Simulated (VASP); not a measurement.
# Al (Fm-3m) in VASP: notebook

Runs on Al. Level: PBE. Tasks: single point, relaxation of cell and atoms.

Everything below comes from runs of VASP 6.6.1. Logs are shortened: lines on timing, memory, paths and dates and some standing lists are left out, and cuts for length are marked.

### Step 1. The cell of the first run

Symmetry: Fm-3m, No. 225, cubic system. Conventional cell: a = 4.042 Å, b = 4.042 Å, c = 4.042 Å, α = 90.00°, β = 90.00°, γ = 90.00°. Al (site symmetry m-3m) has 12 Al at 2.86 Å within 3.8 Å.

### Step 2. Single point, PBE

The input, INCAR:

```
SYSTEM = Al
PREC = Accurate ; ENCUT = 520
EDIFF = 1E-6 ; ISMEAR = 0
SIGMA = 0.1 ; LREAL = .False.
LASPH = .True. ; NELM = 80
ALGO = Fast ; ISIF = 2
LWAVE = .False. ; LCHARG = .False.
GGA = PE ; NBANDS = 8
```

The input, KPOINTS:

```
Automatic mesh
0
Gamma
  18 18 18
  0 0 0
```

The input, POSCAR:

```
Al
1.0
    0.0000000000      2.0208879197      2.0208879197
    2.0208879197      0.0000000000      2.0208879197
    2.0208879197      2.0208879197      0.0000000000
Al
1
Direct
    0.0000000000      0.0000000000      0.0000000000
```

Potentials or basis: VASP PAW PBE potentials, release 64 (Al).

Command:

```console
> cat potpaw_PBE.64/Al/POTCAR > POTCAR
> mpirun -np 1 vasp_std > vasp.out
```

OUTCAR:

```text
SYSTEM = Al
   PREC = Accurate
   ENCUT = 520
   EDIFF = 1E-6
   ISMEAR = 0
   LREAL = .False.
   LASPH = .True.
   NELM = 80
   ISIF = 2
   GGA = PE

 ion  position               nearest neighbor table
   1  0.000  0.000  0.000-

  LATTYP: Found a face centered cubic cell.
 ALAT       =     4.0417758394

  Lattice vectors:

 A1 = (   0.0000000000,   2.0208879197,   2.0208879197)
 A2 = (   2.0208879197,   0.0000000000,   2.0208879197)
 A3 = (   2.0208879197,   2.0208879197,   0.0000000000)

Analysis of symmetry for initial positions (statically):
=====================================================================
 Subroutine PRICEL returns:
 Original cell was already a primitive cell.

 Routine SETGRP: Setting up the symmetry group for a
 face centered cubic supercell.

 Subroutine GETGRP returns: Found 48 space group operations
 (whereof 48 operations were pure point group operations)
 out of a pool of 48 trial point group operations.

The static configuration has the point symmetry O_h .

Analysis of symmetry for dynamics (positions and initial velocities):
=====================================================================
 Subroutine PRICEL returns:
 Original cell was already a primitive cell.

 Routine SETGRP: Setting up the symmetry group for a
 face centered cubic supercell.

 Subroutine GETGRP returns: Found 48 space group operations
 (whereof 48 operations were pure point group operations)
 out of a pool of 48 trial point group operations.

The dynamic configuration has the point symmetry O_h .

 Subroutine INISYM returns: Found 48 space group operations
 (whereof 48 operations are pure point group operations),
 and found     1 'primitive' translations

----------------------------------------------------------------------------------------

                                     Primitive cell

  volume of cell :      16.5066

  direct lattice vectors                    reciprocal lattice vectors
     0.000000000  2.020887920  2.020887920    -0.247415997  0.247415997  0.247415997
     2.020887920  0.000000000  2.020887920     0.247415997 -0.247415997  0.247415997
     2.020887920  2.020887920  0.000000000     0.247415997  0.247415997 -0.247415997

  length of vectors
     2.857967104  2.857967104  2.857967104     0.428537078  0.428537078  0.428537078

  position of ions in fractional coordinates (direct lattice)
     0.000000000  0.000000000  0.000000000

  ion indices of the primitive-cell ions
   primitive index   ion index
                 1           1

----------------------------------------------------------------------------------------

 KPOINTS: Automatic mesh

Automatic generation of k-mesh.
 Grid dimensions read from file:
 generate k-points for:   18   18   18

 Generating k-lattice:

  Cartesian coordinates                     Fractional coordinates (reciprocal lattice)
    -0.013745333  0.013745333  0.013745333     0.055555556  0.000000000  0.000000000
     0.013745333 -0.013745333  0.013745333     0.000000000  0.055555556  0.000000000
     0.013745333  0.013745333 -0.013745333     0.000000000  0.000000000  0.055555556

  Length of vectors
     0.023807615  0.023807615  0.023807615

  Shift w.r.t. Gamma in fractional coordinates (k-lattice)
     0.000000000  0.000000000  0.000000000

 Subroutine IBZKPT returns following result:
 ===========================================

 Found    195 irreducible k-points:

 Following reciprocal coordinates:
            Coordinates               Weight
  0.000000  0.000000  0.000000      1.000000
  0.055556  0.000000  0.000000      8.000000
  0.111111  0.000000  0.000000      8.000000
  0.166667  0.000000  0.000000      8.000000
  0.222222  0.000000  0.000000      8.000000
  0.277778  0.000000  0.000000      8.000000
[... 16 lines left out ...]
 -0.277778  0.055556  0.000000     24.000000
 -0.222222  0.055556  0.000000     24.000000
 [... further k-points ...]
   k-points           NKPTS =    195   k-points in BZ     NKDIM =    195   number of bands    NBANDS=      8
   number of dos      NEDOS =    301   number of ions     NIONS =      1
   total plane-waves  NPLWV =  13824
   dimension x,y,z NGX =    24 NGY =   24 NGZ =   24
   dimension x,y,z NGXF=    48 NGYF=   48 NGZF=   48
   ions per type =               1
   NGX,Y,Z   is equivalent  to a cutoff of  13.96, 13.96, 13.96 a.u.
   NGXF,Y,Z  is equivalent  to a cutoff of  27.92, 27.92, 27.92 a.u.
 SYSTEM =  Al
   PREC   = accura    normal or accurate (medium, high low for compatibility)
   ISTART =      0    job   : 0-new  1-cont  2-samecut
   ICHARG =      2    charge: 1-file 2-atom 10-const
   ISPIN  =      1    spin polarized calculation?
   LNONCOLLINEAR =      F non collinear calculations
   LSORBIT =      F    spin-orbit coupling
   LASPH  =      T    aspherical Exc in radial PAW
   ENCUT  =  520.0 eV  38.22 Ry    6.18 a.u.   5.31  5.31  5.31*2*pi/ulx,y,z
   NELM   =     80;   NELMIN=  2; NELMDL= -5     # of ELM steps
   EDIFF  = 0.1E-05   stopping-criterion for ELM
   LREAL  =      F    real-space projection
   EDIFFG = 0.1E-04   stopping-criterion for IOM
   NSW    =      0    number of steps for IOM
   IBRION =     -1    ionic relax: 0-MD 1-quasi-New 2-CG
   NFREE  =      0    steps in history (QN), initial steepest desc. (CG)
   ISIF   =      2    stress and relaxation
   ISYM   =      2    0-nonsym 1-usesym 2-fastsym
   POTIM  = 0.5000    time-step for ionic-motion
   TEBEG  =    0.0;   TEEND  =   0.0 temperature during run
   PSTRESS=    0.0 pullay stress
   NELECT =       3.0000    total number of electrons
   NUPDOWN=      -1.0000    fix difference up-down
   EMIN   =  10.00;   EMAX   =-10.00  energy-range for DOS
   EFERMI =   0.00;   METHOD = LEGACY
   ISMEAR =     0;   SIGMA  =   0.10  broadening in eV -4-tet -1-fermi 0-gaus
   EFERMI_NEDOS =   21; number of points for ismear=-14 and -15
   IALGO  =     68    algorithm
   IMIX   =      4    mixing-type and parameters
     AMIX     =   0.40;   BMIX     =  1.00
     AMIX_MAG =   1.60;   BMIX_MAG =  1.00
  volume/ion in A,a.u.               =      16.51       111.39
  Fermi-wavevector in a.u.,A,eV,Ry     =   0.927320  1.752381 11.699958  0.859923
  Thomas-Fermi vector in A             =   2.053377
   LORBIT       =      0    0 simple, 1 ext, 2 COOP (PROOUT), +10 PAW based schemes
   GGA     = PE    functional components
   LHFCALC =     F    Hartree Fock is set to
   AEXX    =    0.0000 exact exchange contribution
   IVDW    =     0    specifies the selected vdW correction
   LEPSILON=     F    determine dielectric tensor
   LRPA    =     F    only Hartree local field effects (RPA)
 non-spin polarized calculation
 RMM-DIIS sequential band-by-band and
 Gauss-broadening in eV      SIGMA  =   0.10
  energy-cutoff  :      520.00
  volume of cell :       16.51
 maximum number of plane-waves:       459
 NGX is ok and might be reduce to    24
   NGX = 11   NGY = 11   NGZ = 11

 number of electron       3.0000000 magnetization

 Free energy of the ion-electron system (eV)
  ---------------------------------------------------
  ext. energy  EPLUGINS =         0.00000000
  ---------------------------------------------------
  free energy    TOTEN  =        -3.74453008 eV

  energy without entropy =       -3.74160835  energy(sigma->0) =       -3.74306921

 E-fermi :   7.9873     XC(G=0): -10.1950

 val. band max:        7.9811043806   @ k =  -0.2778   0.2778   0.0556
 cond. band min:       7.9885029782   @ k =  -0.2778   0.5000   0.2222
 fundamental gap:      0.0073985976
 Fermi energy:         7.9872751904

 k-point     1 :       0.0000    0.0000    0.0000
  band No.  band energies     occupation
      1      -3.1356      2.00000
      2      20.6131      0.00000
      3      20.6131      0.00000
      4      20.6131      0.00000
      5      22.1021      0.00000
      6      22.1021      0.00000
      7      22.1021      0.00000
      8      24.4591      0.00000

 k-point     2 :       0.0556    0.0000    0.0000
  band No.  band energies     occupation
      1      -3.0517      2.00000
      2      19.0951      0.00000
      3      20.3007      0.00000
      4      20.3007      0.00000
      5      22.5452      0.00000
      6      22.5452      0.00000
      7      22.6779      0.00000
      8      25.3417      0.00000

 k-point     3 :       0.1111    0.0000    0.0000
  band No.  band energies     occupation
      1      -2.8003      2.00000
      2      16.8730      0.00000
      3      19.7888      0.00000
      4      19.7888      0.00000
      5      22.7415      0.00000
      6      23.4186      0.00000
      7      23.4186      0.00000
      8      25.9098      0.00000

 k-point     4 :       0.1667    0.0000    0.0000
  band No.  band energies     occupation
      1      -2.3823      2.00000
      2      14.6365      0.00000
      3      19.3431      0.00000
      4      19.3431      0.00000
      5      22.5794      0.00000
      6      24.0223      0.00000
      7      24.0223      0.00000
      8      25.2654      0.00000

 k-point     5 :       0.2222    0.0000    0.0000
  band No.  band energies     occupation
      1      -1.7992      2.00000
      2      12.4759      0.00000
      3      19.0158      0.00000
      4      19.0158      0.00000
      5      22.4091      0.00000
      6      23.2514      0.00000
      7      23.2514      0.00000
      8      26.2019      0.00000

 k-point     6 :       0.2778    0.0000    0.0000
  band No.  band energies     occupation
      1      -1.0531      2.00000
      2      10.4225      0.00000
      3      18.8205      0.00000
      4      18.8205      0.00000
      5      22.2596      0.00000
      6      22.2596      0.00000
      7      22.3104      0.00000
      8      26.2589      0.00000

 k-point     7 :       0.3333    0.0000    0.0000
  band No.  band energies     occupation
      1      -0.1462      2.00000
      2       8.4916      0.00000
      3      18.7623      0.00000
      4      18.7623      0.00000
      5      21.3553      0.00000
      6      21.3553      0.00000
      7      22.3233      0.00000
      8      25.3254      0.00000
[... 133 lines left out ...]
 k-point    20 :      -0.4444    0.0556    0.0000
  band No.  band energies     occupation
      1       2.6458      2.00000
      2       4.5832      2.00000
      3      17.4988      0.00000
      4      18.6553      0.00000
      5      20.0957      0.00000
      6      20.3953      0.00000
      7      23.5066      0.00000
      8      24.4819      0.00000

 k-point    21 :      -0.3889    0.0556    0.0000
  band No.  band energies     occupation
      1       1.3795      2.00000
      2       6.1925      2.00000
      3      17.2264      0.00000
      4      19.2514      0.00000
      5      20.1300      0.00000
      6      20.7089      0.00000
      7      23.1767      0.00000
      8      25.1197      0.00000

 k-point    22 :      -0.3333    0.0556    0.0000
  band No.  band energies     occupation
      1       0.2641      2.00000
      2       7.9437      1.46185
      3      17.0990      0.00000
      4      19.9057      0.00000
      5      20.0857      0.00000
      6      21.4566      0.00000
      7      22.9868      0.00000
      8      25.8692      0.00000

 k-point    23 :      -0.2778    0.0556    0.0000
  band No.  band energies     occupation
      1      -0.6951      2.00000
      2       9.8282      0.00000
      3      17.1164      0.00000
      4      19.9865      0.00000
      5      20.8867      0.00000
      6      22.3209      0.00000
      7      22.9391      0.00000
      8      26.6595      0.00000

 k-point    24 :      -0.2222    0.0556    0.0000
  band No.  band energies     occupation
      1      -1.4948      2.00000
      2      11.8361      0.00000
      3      17.2784      0.00000
      4      20.1292      0.00000
      5      21.8744      0.00000
      6      22.9247      0.00000
      7      23.3718      0.00000
      8      25.5737      0.00000

 [... further k-points ...]

------------------------ aborting loop because EDIFF is reached ----------------------------------------

  FORCE on cell =-STRESS in cart. coord.  units (eV):
  Direction    XX          YY          ZZ          XY          YZ          ZX
  --------------------------------------------------------------------------------------
  -------------------------------------------------------------------------------------
  Total       -0.0066725     -0.0066725     -0.0066725     -0.0000000      0.0000000      0.0000000
  in kB       -0.6476558     -0.6476558     -0.6476558     -0.0000000      0.0000000      0.0000000
  external PRESSURE =      -0.6476558 kB  Pullay stress =       0.0000000 kB

 VOLUME and BASIS-vectors are now :
 -----------------------------------------------------------------------------
  energy-cutoff  :      520.00
  volume of cell :       16.51
      direct lattice vectors                 reciprocal lattice vectors
     0.000000000  2.020887920  2.020887920    -0.247415997  0.247415997  0.247415997
     2.020887920  0.000000000  2.020887920     0.247415997 -0.247415997  0.247415997
     2.020887920  2.020887920  0.000000000     0.247415997  0.247415997 -0.247415997

 POSITION                                       TOTAL-FORCE (eV/Angst)
 -----------------------------------------------------------------------------------
      0.00000      0.00000      0.00000        -0.000000     -0.000000     -0.000000
 -----------------------------------------------------------------------------------
    total drift:                                0.000000     -0.000000     -0.000000

  FREE ENERGIE OF THE ION-ELECTRON SYSTEM (eV)
  ---------------------------------------------------
  free  energy   TOTEN  =        -3.7445300810 eV

  energy  without entropy=       -3.7416083451  energy(sigma->0) =       -3.74306921
```

Run time: 22 s. Hardware: 1 thread of Intel Xeon Platinum 8259CL at 2.50GHz (Skylake/Cascade Lake), shared host; peak memory 0.14 GiB.

Results:

```yaml
Free_energy: -3.7445 eV
Pressure: -0.1 GPa
```

(Continued in part 2 of 2.)
